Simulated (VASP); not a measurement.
Runs of VASP 6.6.1 on Pd. The structure is that of space group Im-3m (No. 229), or close to it. The cells are those of the table. 

| task | cell | gap on the mesh (eV) | pressure (GPa) |
| --- | --- | --- | --- |
| single point | a = 2.649 Å, angles 70.5, 109.5, 70.5°, 1 atom | none | 0.3 |
| relaxation of cell and atoms | relaxed from a = 2.676 Å, angles 70.5, 109.5, 70.5°, 1 atom | none | -0.1 |
| single point | a = 2.640 Å, angles 70.5, 109.5, 70.5°, 1 atom | none | 2.5 |
| relaxation of cell and atoms | relaxed from a = 2.649 Å, angles 70.5, 109.5, 70.5°, 1 atom | none | 0.3 |
| single point | a = 2.657 Å, angles 70.5, 109.5, 70.5°, 1 atom | none | (a) |

Alike in all rows: level LDA; potentials or basis VASP PAW LDA potentials, release 64 (Pd); no spin polarisation; k mesh 8 × 8 × 8; cutoff (eV) 500; smearing fermi-dirac 0.1 eV.

Estimate the missing entries.

(a) -1.9.

Caveats: some runs use coarse meshes; the relaxation stopped at its first step, so nothing moved (some runs).

A k mesh can miss the band edges, and the runs leave out spin-orbit coupling on Pd.

A gap of «none» marks levels without a gap at the run's occupations.
